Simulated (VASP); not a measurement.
# TaSi3 (Pm-3n) in VASP: further runs, part 2 of 2

VASP 6.6.1. The steps go on from the part before.

## Step 5: Single point, PBE

The input, INCAR:

```
PREC = Accurate
ENCUT = 500
EDIFF = 1E-6
ISMEAR = 0
SIGMA = 0.1
LREAL = False
LASPH = True
NELM = 120
ALGO = Normal
ISIF = 2
LWAVE = False
LCHARG = False
GGA = PE
NBANDS = 33
GGA_COMPAT = False
```

The input, KPOINTS:

```
regular mesh
0
Gamma
  8 8 8
```

The input, POSCAR:

```
TaSi3
1.0
    4.9345023614      0.0000000000      0.0000000000
    0.0000000000      4.9345023614      0.0000000000
    0.0000000000      0.0000000000      4.9345023614
Ta Si
2 6
Direct
    0.0000000000      0.0000000000      0.0000000000
    0.5000000000      0.5000000000      0.5000000000
    0.0000000000      0.5000000000      0.2500000000
    0.0000000000      0.5000000000      0.7500000000
    0.2500000000      0.0000000000      0.5000000000
    0.7500000000      0.0000000000      0.5000000000
    0.5000000000      0.7500000000      0.0000000000
    0.5000000000      0.2500000000      0.0000000000
```

Potentials or basis: VASP PAW PBE potentials, release 64 (Ta_pv, Si).

Command:

```
$ cat potpaw_PBE.64/Ta_pv/POTCAR potpaw_PBE.64/Si/POTCAR > POTCAR
$ mpirun -np 1 vasp_std > vasp.out
```

OUTCAR:

```text
PREC = Accurate
   ENCUT = 500
   EDIFF = 1E-6
   ISMEAR = 0
   LREAL = False
   LASPH = True
   NELM = 120
   ISIF = 2
   GGA = PE

 ion  position               nearest neighbor table
   1  0.000  0.000  0.000-   3 2.76   4 2.76   5 2.76   6 2.76   7 2.76   8 2.76   5 2.76   6 2.76
                             3 2.76   4 2.76   7 2.76   8 2.76
   2  0.500  0.500  0.500-   3 2.76   4 2.76   5 2.76   6 2.76   7 2.76   8 2.76   7 2.76   8 2.76
                             5 2.76   6 2.76   3 2.76   4 2.76
   3  0.000  0.500  0.250-   4 2.47   4 2.47   1 2.76   2 2.76   1 2.76   2 2.76   8 3.02   5 3.02
                             6 3.02   5 3.02   6 3.02   7 3.02   7 3.02   8 3.02
   4  0.000  0.500  0.750-   3 2.47   3 2.47   1 2.76   2 2.76   1 2.76   2 2.76   8 3.02   5 3.02
                             6 3.02   5 3.02   6 3.02   7 3.02   7 3.02   8 3.02
   5  0.250  0.000  0.500-   6 2.47   6 2.47   1 2.76   1 2.76   2 2.76   2 2.76   8 3.02   4 3.02
                             7 3.02   8 3.02   3 3.02   3 3.02   4 3.02   7 3.02
   6  0.750  0.000  0.500-   5 2.47   5 2.47   1 2.76   1 2.76   2 2.76   2 2.76   8 3.02   4 3.02
                             7 3.02   8 3.02   3 3.02   3 3.02   4 3.02   7 3.02
   7  0.500  0.750  0.000-   8 2.47   8 2.47   1 2.76   2 2.76   2 2.76   1 2.76   3 3.02   4 3.02
                             5 3.02   6 3.02   5 3.02   6 3.02   3 3.02   4 3.02
   8  0.500  0.250  0.000-   7 2.47   7 2.47   1 2.76   2 2.76   2 2.76   1 2.76   3 3.02   4 3.02
                             5 3.02   6 3.02   5 3.02   6 3.02   3 3.02   4 3.02

  LATTYP: Found a simple cubic cell.
 ALAT       =     4.9345023614

  Lattice vectors:

 A1 = (   4.9345023614,   0.0000000000,   0.0000000000)
 A2 = (   0.0000000000,   4.9345023614,   0.0000000000)
 A3 = (   0.0000000000,   0.0000000000,   4.9345023614)

Analysis of symmetry for initial positions (statically):
=====================================================================
 Subroutine PRICEL returns:
 Original cell was already a primitive cell.

 Routine SETGRP: Setting up the symmetry group for a
 simple cubic supercell.

 Subroutine GETGRP returns: Found 48 space group operations
 (whereof 24 operations were pure point group operations)
 out of a pool of 48 trial point group operations.

[... 153 lines left out ...]
   GGA     = PE    functional components
   LHFCALC =     F    Hartree Fock is set to
   AEXX    =    0.0000 exact exchange contribution
   IVDW    =     0    specifies the selected vdW correction
   LEPSILON=     F    determine dielectric tensor
   LRPA    =     F    only Hartree local field effects (RPA)
 non-spin polarized calculation
 Gauss-broadening in eV      SIGMA  =   0.10
  energy-cutoff  :      500.00
  volume of cell :      120.15
 maximum number of plane-waves:      3112
 NGX is ok and might be reduce to    36
   NGX = 17   NGY = 17   NGZ = 17

 number of electron      46.0000010 magnetization

 Free energy of the ion-electron system (eV)
  ---------------------------------------------------
  ext. energy  EPLUGINS =         0.00000000
  ---------------------------------------------------
  free energy    TOTEN  =       -55.32955286 eV

  energy without entropy =      -55.28704648  energy(sigma->0) =      -55.30829967

 E-fermi :   9.0488     XC(G=0): -11.6886

 val. band max:        9.0487711952   @ k =   0.5000   0.2500   0.2500
 cond. band min:       9.0586678156   @ k =   0.3750   0.1250   0.0000
 fundamental gap:      0.0098966203
 Fermi energy:         9.0488394719

 k-point     1 :       0.0000    0.0000    0.0000
  band No.  band energies     occupation
      1     -25.2063      2.00000
      2     -25.2063      2.00000
      3     -25.2063      2.00000
      4     -25.1889      2.00000
      5     -25.1889      2.00000
      6     -25.1889      2.00000
[... 853 lines left out ...]
     32      13.1853      0.00000
     33      13.4334      0.00000

 [... further k-points ...]
[... 5 lines left out ...]
  --------------------------------------------------------------------------------------
  -------------------------------------------------------------------------------------
  Total        0.0100621      0.0100621      0.0100621     -0.0000000      0.0000000      0.0000000
  in kB        0.1341736      0.1341736      0.1341736     -0.0000000      0.0000000      0.0000000
  external PRESSURE =       0.1341736 kB  Pullay stress =       0.0000000 kB

 VOLUME and BASIS-vectors are now :
 -----------------------------------------------------------------------------
  energy-cutoff  :      500.00
  volume of cell :      120.15
      direct lattice vectors                 reciprocal lattice vectors
     4.934502361  0.000000000  0.000000000     0.202654681  0.000000000  0.000000000
     0.000000000  4.934502361  0.000000000     0.000000000  0.202654681  0.000000000
     0.000000000  0.000000000  4.934502361     0.000000000  0.000000000  0.202654681

 POSITION                                       TOTAL-FORCE (eV/Angst)
 -----------------------------------------------------------------------------------
      0.00000      0.00000      0.00000        -0.000000     -0.000000      0.000000
      2.46725      2.46725      2.46725        -0.000000     -0.000000      0.000000
      0.00000      2.46725      1.23363        -0.000000      0.000000      0.000000
      0.00000      2.46725      3.70088        -0.000000     -0.000000     -0.000000
      1.23363      0.00000      2.46725         0.000000      0.000000     -0.000000
      3.70088      0.00000      2.46725        -0.000000      0.000000      0.000000
      2.46725      3.70088      0.00000        -0.000000     -0.000000     -0.000000
      2.46725      1.23363      0.00000         0.000000      0.000000      0.000000
 -----------------------------------------------------------------------------------
    total drift:                                0.000000      0.000000      0.000000

  FREE ENERGIE OF THE ION-ELECTRON SYSTEM (eV)
  ---------------------------------------------------
  free  energy   TOTEN  =       -55.3295528562 eV

  energy  without entropy=      -55.2870464762  energy(sigma->0) =      -55.30829967
```

OSZICAR:

```text
N       E                     dE             d eps       ncg     rms          rms(c)
DAV:   1     0.241556028544E+03    0.24156E+03   -0.21114E+04  2390   0.124E+03
DAV:   2    -0.451418178556E+02   -0.28670E+03   -0.27474E+03  2686   0.293E+02
DAV:   3    -0.568753041423E+02   -0.11733E+02   -0.11239E+02  3024   0.516E+01
DAV:   4    -0.570752482598E+02   -0.19994E+00   -0.19842E+00  2841   0.669E+00
DAV:   5    -0.570792611142E+02   -0.40129E-02   -0.40093E-02  2970   0.950E-01    0.229E+01
DAV:   6    -0.555704981874E+02    0.15088E+01   -0.85422E+00  2865   0.126E+01    0.103E+01
DAV:   7    -0.553978682751E+02    0.17263E+00   -0.10790E+00  2804   0.407E+00    0.627E+00
DAV:   8    -0.553292964372E+02    0.68572E-01   -0.14506E-01  2841   0.225E+00    0.488E-01
DAV:   9    -0.553296109315E+02   -0.31449E-03   -0.57218E-03  2953   0.346E-01    0.298E-01
DAV:  10    -0.553296115842E+02   -0.65275E-06   -0.89423E-04  2863   0.187E-01    0.913E-02
DAV:  11    -0.553295564856E+02    0.55099E-04   -0.25985E-04  2961   0.899E-02    0.205E-02
DAV:  12    -0.553295533556E+02    0.31299E-05   -0.90936E-06  2745   0.137E-02    0.660E-03
DAV:  13    -0.553295528562E+02    0.49939E-06   -0.36018E-07  1822   0.284E-03
   1 F= -.55329553E+02 E0= -.55308300E+02  d E =-.425064E-01
```

stdout:

```text
POSCAR found type information on POSCAR TaSi
 POSCAR found :  2 types and       8 ions
 scaLAPACK will be used
 LDA part: xc-table for (Slater+PW92), standard interpolation
 POSCAR, INCAR and KPOINTS ok, starting setup
 FFT: planning ... GRIDC
 FFT: planning ... GRID_SOFT
 FFT: planning ... GRID
 WAVECAR not read
 entering main loop
```

Run time: 2.2 min. Hardware: 1 thread of Intel Xeon 8259CL, shared host; peak memory 0.26 GiB.

Results:

- Free energy: -55.3296 eV
- Pressure: 0.0 GPa
- Band gap on the k mesh: zero (band 23 reaches 9.42 eV, above the bottom of band 24 at 8.42 eV)

Caveat: spin-orbit coupling is left out, which moves the levels of the heavy elements.

## Step 6: Relaxation of cell and atoms, PBE

This run uses another cell than the first one, of 15.90 Å³/atom, 1.059 times its volume.

The input, INCAR:

```
SYSTEM = TaSi3
ALGO     = Normal         ! electronic algorithm
EDIFF    = 1E-7           ! SCF threshold, eV
EDIFFG   = -0.04          ! ionic threshold
ENCUT    = 500            ! plane-wave cutoff, eV
GGA      = PE             ! functional
GGA_COMPAT= .FALSE.      
IBRION   = 2              ! ionic algorithm
ISIF     = 3              ! what is computed and relaxed
ISMEAR   = 0              ! smearing method
LASPH    = .TRUE.         ! aspherical terms in the spheres
LCHARG   = .FALSE.        ! write CHGCAR
LREAL    = .FALSE.        ! projectors in reciprocal space
LWAVE    = .FALSE.        ! write WAVECAR
NELM     = 120            ! most SCF steps
NELMIN   = 4            
NSW      = 90             ! ionic steps
PREC     = Accurate       ! precision mode
SIGMA    = 0.1            ! smearing width, eV
```

The input, KPOINTS:

```
k-points
0
G
  4 4 4
  0 0 0
```

Changes to POSCAR since step 5:

```diff
@@ -2,5 +2,5 @@
 1.0
-    4.9345023614      0.0000000000      0.0000000000
-    0.0000000000      4.9345023614      0.0000000000
-    0.0000000000      0.0000000000      4.9345023614
+    5.0286574998      0.0000000000      0.0000000000
+    0.0000000000      5.0286574998      0.0000000000
+    0.0000000000      0.0000000000      5.0286574998
 Ta Si
```

Potentials or basis: VASP PAW PBE potentials, release 64 (Ta_pv, Si).

Command:

```
$ cat potpaw_PBE.64/Ta_pv/POTCAR potpaw_PBE.64/Si/POTCAR > POTCAR
$ mpirun -np 1 vasp_std > vasp.out
```

OUTCAR:

```text
SYSTEM = TaSi3
   EDIFF = 1E-7
   EDIFFG = -0.04
   ENCUT = 500
   GGA = PE
   IBRION = 2
   ISIF = 3
   ISMEAR = 0
   LASPH = .TRUE.
   LREAL = .FALSE.
   NELM = 120
   NELMIN = 4
   NSW = 90
   PREC = Accurate

 ion  position               nearest neighbor table
   1  0.000  0.000  0.000-   3 2.81   4 2.81   5 2.81   6 2.81   7 2.81   8 2.81   5 2.81   6 2.81
                             3 2.81   4 2.81   7 2.81   8 2.81
   2  0.500  0.500  0.500-   3 2.81   4 2.81   5 2.81   6 2.81   7 2.81   8 2.81   7 2.81   8 2.81
                             5 2.81   6 2.81   3 2.81   4 2.81
   3  0.000  0.500  0.250-   4 2.51   4 2.51   1 2.81   2 2.81   1 2.81   2 2.81   8 3.08   5 3.08
                             6 3.08   5 3.08   6 3.08   7 3.08   7 3.08   8 3.08
   4  0.000  0.500  0.750-   3 2.51   3 2.51   1 2.81   2 2.81   1 2.81   2 2.81   8 3.08   5 3.08
                             6 3.08   5 3.08   6 3.08   7 3.08   7 3.08   8 3.08
   5  0.250  0.000  0.500-   6 2.51   6 2.51   1 2.81   1 2.81   2 2.81   2 2.81   8 3.08   4 3.08
[... 200 lines left out ...]
  Total       -5.8794943     -5.8794943     -5.8794943     -0.0000000     -0.0000000     -0.0000000
  in kB      -74.0788761    -74.0788761    -74.0788761     -0.0000000     -0.0000000     -0.0000000
  external PRESSURE =     -74.0788761 kB  Pullay stress =       0.0000000 kB
[... 71 lines left out ...]
--------------------------------------- Ionic step        3  -------------------------------------------

 number of electron      46.0000003 magnetization

 Free energy of the ion-electron system (eV)
  ---------------------------------------------------
  ext. energy  EPLUGINS =         0.00000000
  ---------------------------------------------------
  free energy    TOTEN  =       -55.50732240 eV

  energy without entropy =      -55.44965834  energy(sigma->0) =      -55.47849037

 E-fermi :   8.9752     XC(G=0): -11.6888

 val. band max:        8.9351903250   @ k =   0.2500   0.2500   0.2500
 cond. band min:       9.0012324251   @ k =   0.2500   0.2500   0.0000
 fundamental gap:      0.0660421001
 Fermi energy:         8.9751903334

 k-point     1 :       0.0000    0.0000    0.0000
  band No.  band energies     occupation
      1     -25.2455      2.00000
      2     -25.2455      2.00000
      3     -25.2455      2.00000
      4     -25.2281      2.00000
      5     -25.2281      2.00000
      6     -25.2281      2.00000
[... 334 lines left out ...]
  FREE ENERGIE OF THE ION-ELECTRON SYSTEM (eV)
  ---------------------------------------------------
  free  energy   TOTEN  =       -55.5073224016 eV

  energy  without entropy=      -55.4496583424  energy(sigma->0) =      -55.47849037

 reached required accuracy - stopping structural energy minimisation
```

OSZICAR:

```text
N       E                     dE             d eps       ncg     rms          rms(c)
DAV:   1     0.240742568582E+03    0.24074E+03   -0.21557E+04   584   0.144E+03
DAV:   2    -0.437672310495E+02   -0.28451E+03   -0.27773E+03   640   0.318E+02
DAV:   3    -0.568862414527E+02   -0.13119E+02   -0.12537E+02   724   0.560E+01
[... 31 lines left out ...]
DAV:   6    -0.555074216655E+02   -0.77947E-04   -0.76015E-04   688   0.162E-01    0.474E-02
DAV:   7    -0.555073208658E+02    0.10080E-03   -0.64698E-04   664   0.106E-01    0.135E-02
DAV:   8    -0.555073221404E+02   -0.12746E-05   -0.18388E-05   624   0.260E-02    0.471E-03
DAV:   9    -0.555073224749E+02   -0.33446E-06   -0.32322E-07   504   0.346E-03    0.211E-03
DAV:  10    -0.555073224016E+02    0.73244E-07   -0.62628E-07   600   0.322E-03
   3 F= -.55507322E+02 E0= -.55478490E+02  d E =-.172451E+00
```

CONTCAR:

```text
TaSi3
   1.00000000000000
     4.9342358340248804    0.0000000000000000   -0.0000000000000000
    -0.0000000000000000    4.9342358340248804   -0.0000000000000000
     0.0000000000000000   -0.0000000000000000    4.9342358340248804
  Ta              Si
     2     6
Direct
     0.0000000000000000    0.0000000000000000    0.0000000000000000
     0.5000000000000000    0.5000000000000000    0.5000000000000000
     0.0000000000000000    0.5000000000000000    0.2500000000000000
     0.0000000000000000    0.5000000000000000    0.7500000000000000
     0.2500000000000000    0.0000000000000000    0.5000000000000000
     0.7500000000000000    0.0000000000000000    0.5000000000000000
     0.5000000000000000    0.7500000000000000    0.0000000000000000
     0.5000000000000000    0.2500000000000000    0.0000000000000000

  0.00000000E+00  0.00000000E+00  0.00000000E+00
  0.00000000E+00  0.00000000E+00  0.00000000E+00
  0.00000000E+00  0.00000000E+00  0.00000000E+00
  0.00000000E+00  0.00000000E+00  0.00000000E+00
  0.00000000E+00  0.00000000E+00  0.00000000E+00
  0.00000000E+00  0.00000000E+00  0.00000000E+00
  0.00000000E+00  0.00000000E+00  0.00000000E+00
  0.00000000E+00  0.00000000E+00  0.00000000E+00
```

Run time: 2.2 min. Hardware: 1 thread of Intel Xeon 8259CL, shared host; peak memory 0.26 GiB.

Results:

```yaml
Free_energy: -55.5073 eV
Relaxed_volume: 15.02 Å³/atom
Relaxed_cell: a = 4.934 Å, b = 4.934 Å, c = 4.934 Å, α = 90.00°, β = 90.00°, γ = 90.00°
Space_group_after_relaxing_to_0.05_Å: Pm-3n (No. 223)
Energy_gained_by_relaxing: 21.6 meV/atom
Ionic_steps: 3
Pressure_after_relaxing: -0.1 GPa
Band_gap_on_the_k_mesh: zero (band 23 reaches 9.40 eV, above the bottom of band 24 at 8.42 eV)
```

The path:
```tsv
step	energy change (eV)	largest force (eV/Å)	pressure (GPa)	volume (Å³)
1	0.0000	0.0000	-7.41	127.16
2	-0.0241	0.0000	8.32	114.11
3	-0.1725	0.0000	-0.05	120.13
```

Final structure:
```cif
data_structure
_symmetry_space_group_name_H-M 'P 1'
_symmetry_Int_Tables_number 1
_cell_length_a 4.9342
_cell_length_b 4.9342
_cell_length_c 4.9342
_cell_angle_alpha 90.000
_cell_angle_beta 90.000
_cell_angle_gamma 90.000
_cell_volume 120.13
loop_
_atom_site_label
_atom_site_type_symbol
_atom_site_fract_x
_atom_site_fract_y
_atom_site_fract_z
_atom_site_occupancy
Ta1 Ta 0.00000 0.00000 0.00000 1
Ta2 Ta 0.50000 0.50000 0.50000 1
Si1 Si 0.00000 0.50000 0.25000 1
Si2 Si 0.00000 0.50000 0.75000 1
Si3 Si 0.25000 0.00000 0.50000 1
Si4 Si 0.75000 0.00000 0.50000 1
Si5 Si 0.50000 0.75000 0.00000 1
Si6 Si 0.50000 0.25000 0.00000 1
```

Levels at points of the mesh, in eV from the Fermi level:
```tsv
k point	band 20	band 21	band 22	band 23	band 24	band 25	band 26	band 27
(0.00, 0.00, 0.00)	-2.10	-2.10	-0.35	-0.35	-0.35	0.84	0.84	0.84
(0.50, 0.00, 0.00)	-2.28	0.10	0.10	0.25	0.25	2.47	2.47	2.51
(0.50, 0.50, 0.00)	-2.02	-0.59	-0.59	0.42	0.62	0.63	1.03	2.49
(0.50, 0.50, 0.50)	-0.56	-0.56	-0.56	-0.56	-0.56	1.95	1.95	1.95
```

Caveat: spin-orbit coupling is left out, which moves the levels of the heavy elements.

## Step 7: Summary

| task | cell | k mesh | gap on the mesh (eV) | pressure (GPa) |
| --- | --- | --- | --- | --- |
| single point | a = 4.933 Å, 8 atoms | 4 × 4 × 4 | none | 0.0 |
| single point | a = 5.029 Å, 8 atoms | 4 × 4 × 4 | none | -7.4 |
| single point | a = 4.935 Å, 8 atoms | 8 × 8 × 8 | none | 0.0 |
| relaxation of cell and atoms | relaxed from a = 5.029 Å, 8 atoms | 4 × 4 × 4 | none | -0.1 |

Alike in all rows: level PBE; potentials or basis VASP PAW PBE potentials, release 64 (Ta_pv, Si); no spin polarisation; cutoff (eV) 500; smearing gaussian 0.1 eV.

Caveats: spin-orbit coupling is left out, which moves the levels of the heavy elements.

Absolute energies hang on the potentials; compare differences alone.
